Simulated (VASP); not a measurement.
# WS2 (Tungstenite) in VASP: further runs

WS2 (Tungstenite) is run at these levels: PBE+D3(BJ); tasks: single point.

Program: VASP 6.6.1. These are calculated values, not measurements. Logs are shortened: lines on timing, memory, paths and dates and some standing lists are left out, and cuts for length are marked.

## 1. The cell of the first run

The cell holds a slab with vacuum, 9 atoms: a = 3.154 Å, b = 3.154 Å, c = 30.293 Å, α = 90.00°, β = 90.00°, γ = 120.00°.

## 2. Single point, PBE+D3(BJ)

INCAR reads:

```
SYSTEM = WS2
PREC = Accurate ; ENCUT = 520
EDIFF = 1E-6 ; ISMEAR = 0
SIGMA = 0.05 ; LREAL = .False.
LASPH = .True. ; NELM = 80
ALGO = Normal ; ISIF = 2
LWAVE = .False. ; LCHARG = .False.
LDIPOL = .True. ; IDIPOL = 3
DIPOL = 0.5 0.5 0.500 ; GGA = PE
IVDW = 12 ; NBANDS = 49
```

KPOINTS reads:

```
regular mesh
0
Gamma
  9 9 1
  0 0 0
```

POSCAR reads:

```
WS2
1.0
    3.1537893005      0.0000000000      0.0000000000
   -1.5768946503      2.7312616524      0.0000000000
    0.0000000000      0.0000000000     30.2931115581
S W
6 3
Direct
    0.6666666667      0.3333333333      0.2475810379
    0.6666666667      0.3333333333      0.3515591199
    0.3333333333      0.6666666667      0.4480109590
    0.3333333333      0.6666666667      0.5519890410
    0.6666666667      0.3333333333      0.6484408801
    0.6666666667      0.3333333333      0.7524189621
    0.3333333333      0.6666666667      0.2995700789
    0.6666666667      0.3333333333      0.5000000000
    0.3333333333      0.6666666667      0.7004299211
```

Potentials or basis: VASP PAW PBE potentials, release 64 (S, W_sv).

On the command line:

```
cat potpaw_PBE.64/S/POTCAR potpaw_PBE.64/W_sv/POTCAR > POTCAR
mpirun -np 1 vasp_std > vasp.out
```

OUTCAR:

```text
SYSTEM = WS2
   PREC = Accurate
   ENCUT = 520
   EDIFF = 1E-6
   ISMEAR = 0
   LREAL = .False.
   LASPH = .True.
   NELM = 80
   ISIF = 2
   GGA = PE
   IVDW = 12
 IVDW          = 12

 ion  position               nearest neighbor table
   1  0.667  0.333  0.248-   7 2.41   7 2.41   7 2.41
   2  0.667  0.333  0.352-   7 2.41   7 2.41   7 2.41
   3  0.333  0.667  0.448-   8 2.41   8 2.41   8 2.41
   4  0.333  0.667  0.552-   8 2.41   8 2.41   8 2.41
   5  0.667  0.333  0.648-   9 2.41   9 2.41   9 2.41
   6  0.667  0.333  0.752-   9 2.41   9 2.41   9 2.41
   7  0.333  0.667  0.300-   1 2.41   2 2.41   1 2.41   2 2.41   1 2.41   2 2.41
   8  0.667  0.333  0.500-   3 2.41   4 2.41   3 2.41   4 2.41   3 2.41   4 2.41
   9  0.333  0.667  0.700-   6 2.41   5 2.41   6 2.41   5 2.41   6 2.41   5 2.41

  LATTYP: Found a hexagonal cell.
 ALAT       =     3.1537893005
 C/A-ratio  =     9.6053060847

  Lattice vectors:

 A1 = (   3.1537893005,   0.0000000000,   0.0000000000)
 A2 = (  -1.5768946503,   2.7312616524,   0.0000000000)
 A3 = (   0.0000000000,   0.0000000000,  30.2931115581)

Analysis of symmetry for initial positions (statically):
=====================================================================
 Subroutine PRICEL returns:
 Original cell was already a primitive cell.

 Routine SETGRP: Setting up the symmetry group for a
 hexagonal supercell.

 Subroutine GETGRP returns: Found 12 space group operations
 (whereof 12 operations were pure point group operations)
 out of a pool of 24 trial point group operations.

The static configuration has the point symmetry D_3h.

Analysis of symmetry for dynamics (positions and initial velocities):
=====================================================================
 Subroutine PRICEL returns:
 Original cell was already a primitive cell.

 Routine SETGRP: Setting up the symmetry group for a
 hexagonal supercell.

 Subroutine GETGRP returns: Found 12 space group operations
 (whereof 12 operations were pure point group operations)
 out of a pool of 24 trial point group operations.

The dynamic configuration has the point symmetry D_3h.

 Subroutine INISYM returns: Found 12 space group operations
 (whereof 12 operations are pure point group operations),
 and found     1 'primitive' translations

----------------------------------------------------------------------------------------

[... 106 lines left out ...]
   EMIN   =  10.00;   EMAX   =-10.00  energy-range for DOS
   EFERMI =   0.00;   METHOD = LEGACY
   ISMEAR =     0;   SIGMA  =   0.05  broadening in eV -4-tet -1-fermi 0-gaus
   EFERMI_NEDOS =   21; number of points for ismear=-14 and -15
   IALGO  =     38    algorithm
   IMIX   =      4    mixing-type and parameters
     AMIX     =   0.40;   BMIX     =  1.00
     AMIX_MAG =   1.60;   BMIX_MAG =  1.00
  volume/ion in A,a.u.               =      28.99       195.66
  Fermi-wavevector in a.u.,A,eV,Ry     =   1.094611  2.068515 16.302132  1.198173
  Thomas-Fermi vector in A             =   2.230919
   LORBIT       =      0    0 simple, 1 ext, 2 COOP (PROOUT), +10 PAW based schemes
   GGA     = PE    functional components
   LHFCALC =     F    Hartree Fock is set to
   AEXX    =    0.0000 exact exchange contribution
   IVDW    =    12    specifies the selected vdW correction
   LEPSILON=     F    determine dielectric tensor
   LRPA    =     F    only Hartree local field effects (RPA)
 non-spin polarized calculation
 Gauss-broadening in eV      SIGMA  =   0.05
  energy-cutoff  :      520.00
  volume of cell :      260.94
 maximum number of plane-waves:      7066
 NGX is ok and might be reduce to    24
   NGX = 11   NGY = 11   NGZ =113

 dipolmoment           0.000000      0.000000     -0.000000 electrons x Angstroem

 number of electron      77.9999986 magnetization

 dipolmoment           0.000000      0.000000      0.000000 electrons x Angstroem

 Free energy of the ion-electron system (eV)
  ---------------------------------------------------
  ext. energy  EPLUGINS =         0.00000000
  ---------------------------------------------------
  free energy    TOTEN  =       -70.84840264 eV

  energy without entropy =      -70.84840264  energy(sigma->0) =      -70.84840264

 E-fermi :   2.8237     XC(G=0):  -7.0355

 val. band max:        2.5350252806   @ k =   0.0000   0.0000   0.0000
 cond. band min:       3.7830613493   @ k =   0.2222   0.1111   0.0000
 fundamental gap:      1.2480360687
 Fermi energy:         2.8237209061

 k-point     1 :       0.0000    0.0000    0.0000
  band No.  band energies     occupation
      1     -71.9993      2.00000
      2     -71.9963      2.00000
      3     -71.9963      2.00000
      4     -36.2571      2.00000
      5     -36.2539      2.00000
      6     -36.2539      2.00000
[... 613 lines left out ...]
     48       6.0669      0.00000
     49       7.5221      0.00000

------------------------ aborting loop because EDIFF is reached ----------------------------------------

 vacuum level on the upper side and lower side of the slab       (xc-potential included)        -0.482        -0.482

 Edisp (eV)   -3.53035

 E8    (eV) :    -1.5160

  FORCE on cell =-STRESS in cart. coord.  units (eV):
  Direction    XX          YY          ZZ          XY          YZ          ZX
  --------------------------------------------------------------------------------------
  -------------------------------------------------------------------------------------
  Total       0.24361     0.24361     0.19159    -0.00000     0.00000     0.00000
  in kB       1.49579     1.49579     1.17636    -0.00000     0.00000     0.00000
  external pressure =        1.39 kB  Pullay stress =        0.00 kB

 VOLUME and BASIS-vectors are now :
 -----------------------------------------------------------------------------
  energy-cutoff  :      520.00
  volume of cell :      260.94
      direct lattice vectors                 reciprocal lattice vectors
     3.153789301  0.000000000  0.000000000     0.317078887  0.183065581  0.000000000
    -1.576894650  2.731261652  0.000000000     0.000000000  0.366131161  0.000000000
     0.000000000  0.000000000 30.293111558     0.000000000  0.000000000  0.033010805

 POSITION                                       TOTAL-FORCE (eV/Angst)
 -----------------------------------------------------------------------------------
      1.57689      0.91042      7.50000         0.000000     -0.000000     -0.053487
      1.57689      0.91042     10.64982        -0.000000     -0.000000      0.017706
     -0.00000      1.82084     13.57165         0.000000     -0.000000     -0.001448
     -0.00000      1.82084     16.72147         0.000000     -0.000000      0.001448
      1.57689      0.91042     19.64329         0.000000     -0.000000     -0.017706
      1.57689      0.91042     22.79311         0.000000      0.000000      0.053487
     -0.00000      1.82084      9.07491        -0.000000     -0.000000      0.029097
      1.57689      0.91042     15.14656         0.000000      0.000000      0.000000
     -0.00000      1.82084     21.21820        -0.000000     -0.000000     -0.029097
 -----------------------------------------------------------------------------------
    total drift:                               -0.000000      0.000000      0.000000

  FREE ENERGIE OF THE ION-ELECTRON SYSTEM (eV)
  ---------------------------------------------------
  free  energy   TOTEN  =       -74.3787489223 eV

  energy  without entropy=      -74.3787489223  energy(sigma->0) =      -74.37874892

 vacuum level on the upper side and lower side of the slab         7.174         7.174
```

Run time: 3.5 min. Hardware: 1 thread of Intel Xeon Platinum 8175M at 2.50GHz (Skylake/Cascade Lake), shared host; peak memory 0.42 GiB.

Results:

```yaml
Free_energy: -74.3787 eV
Largest_force: 0.053 eV/Å
Band_gap_on_the_k_mesh: 1.25 eV, indirect (least direct gap 1.87 eV)
Dispersion_energy_per_atom: -0.392 eV
```

Forces on the atoms (eV/Å):
```
S    0.000  0.000 -0.053
S    0.000  0.000  0.018
S    0.000  0.000 -0.001
S    0.000  0.000  0.001
S    0.000  0.000 -0.018
S    0.000  0.000  0.053
W    0.000  0.000  0.029
W    0.000  0.000  0.000
W    0.000  0.000 -0.029
```

Caveat: spin-orbit coupling is left out, which moves the levels of the heavy elements.

## 3. Single point, PBE+D3(BJ)

INCAR reads:

```
SYSTEM = WS2
PREC = Accurate
ENCUT = 520
EDIFF = 1E-6
ISMEAR = 0
SIGMA = 0.05
LREAL = .False.
LASPH = .True.
NELM = 80
ALGO = Normal
ISIF = 2
LWAVE = .False.
LCHARG = .False.
LDIPOL = .True.
IDIPOL = 3
DIPOL = 0.5 0.5 0.500
GGA = PE
IVDW = 12
NBANDS = 49
```

KPOINTS reads:

```
Automatic mesh
0
Gamma
  9 9 1
  0 0 0
```

POSCAR reads:

```
WS2
1.0
    3.1537893005      0.0000000000      0.0000000000
   -1.5768946503      2.7312616524      0.0000000000
    0.0000000000      0.0000000000     30.2931115581
S W
6 3
Direct
    0.6666666667      0.3333333333      0.2469554862
    0.6666666667      0.3333333333      0.3510955830
    0.3333333333      0.6666666667      0.4480185140
    0.3333333333      0.6666666667      0.5519881146
    0.6666666667      0.3333333333      0.6489011363
    0.6666666667      0.3333333333      0.7530411479
    0.3333333333      0.6666666667      0.2990669023
    0.6666666667      0.3333333333      0.5000033619
    0.3333333333      0.6666666667      0.7009297538
```

Potentials or basis: VASP PAW PBE potentials, release 64 (S, W_sv).

On the command line:

```
cat potpaw_PBE.64/S/POTCAR potpaw_PBE.64/W_sv/POTCAR > POTCAR
mpirun -np 1 vasp_std > vasp.out
```

Run time: 3.6 min. Hardware: 1 thread of Intel Xeon Platinum 8175M at 2.50GHz (Skylake/Cascade Lake), shared host; peak memory 0.42 GiB.

It converged, with:

- Free energy: -74.3791 eV
- Largest force: 0.016 eV/Å
- Band gap on the k mesh: 1.26 eV, indirect (least direct gap 1.86 eV)
- Dispersion energy per atom: -0.391 eV

Forces in eV/Å, atoms in the order of the input:
```
S    0.000  0.000  0.016
S    0.000  0.000 -0.004
S    0.000  0.000 -0.011
S    0.000  0.000  0.011
S    0.000  0.000  0.004
S    0.000  0.000 -0.016
W    0.000  0.000 -0.010
W    0.000  0.000  0.000
W    0.000  0.000  0.010
```

Levels at points of the mesh, in eV from the valence-band top:
```tsv
k point	band 36	band 37	band 38	band 39	band 40	band 41	band 42	band 43
(0.00, 0.00, 0.00)	-1.91	-0.96	-0.37	0.00	2.38	2.38	2.39	2.40
```

Caveat: spin-orbit coupling is left out, which moves the levels of the heavy elements.
